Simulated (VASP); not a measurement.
Wanted: the native input for a VASP 6.6.1 run.

- Task: single point
- Functional: LDA
- Potentials or basis: VASP PAW LDA potentials, release 64 (C)
- Cutoff: 520 eV
- k mesh: 12 × 12 × 2
- Occupations: fermi-dirac, width 0.05 eV
- Spin: no spin polarisation
- Dipole correction: no
- Further INCAR settings: ALGO = Normal; EDIFF = 1e-07; NBANDS = 16

The structure of C lies in POSCAR:

```
C
1.0
    2.4230311730      0.0000000000      0.0000000000
   -1.2115155865      2.0984065500      0.0000000000
    0.0000000000      0.0000000000     23.8077855878
C
4
Direct
    0.6666666667      0.3333333333      0.5704754400
    0.3333333333      0.6666666667      0.4295245600
    0.0000000000      0.0000000000      0.4295312300
    0.0000000000      0.0000000000      0.5704687700
```

These files were run (other wordings do the same):

INCAR

```
SYSTEM = C
ALGO = Normal
EDIFF = 1E-7
ENCUT = 520
GGA = CA
ISIF = 2
ISMEAR = -1
LASPH = .TRUE.
LCHARG = .TRUE.
LELF = .TRUE.
LREAL = .FALSE.
LVHAR = .TRUE.
LWAVE = .FALSE.
NBANDS = 16
NELM = 60
PREC = Accurate
SIGMA = 0.05
```

KPOINTS

```
k-points
0
G
  12 12 2
  0 0 0
```

Potentials or basis: VASP PAW LDA potentials, release 64 (C).

Run with:

```console
$ cat potpaw_LDA.64/C/POTCAR > POTCAR
$ mpirun -np 1 vasp_std > vasp.out
```

It gave:

- Largest force: 0.020 eV/Å
- Band gap on the k mesh: zero (filled and empty bands touch)

It took 60 s on 1 thread of AMD EPYC 9R45 (Zen 5) (shared host), peak memory 0.17 GiB.
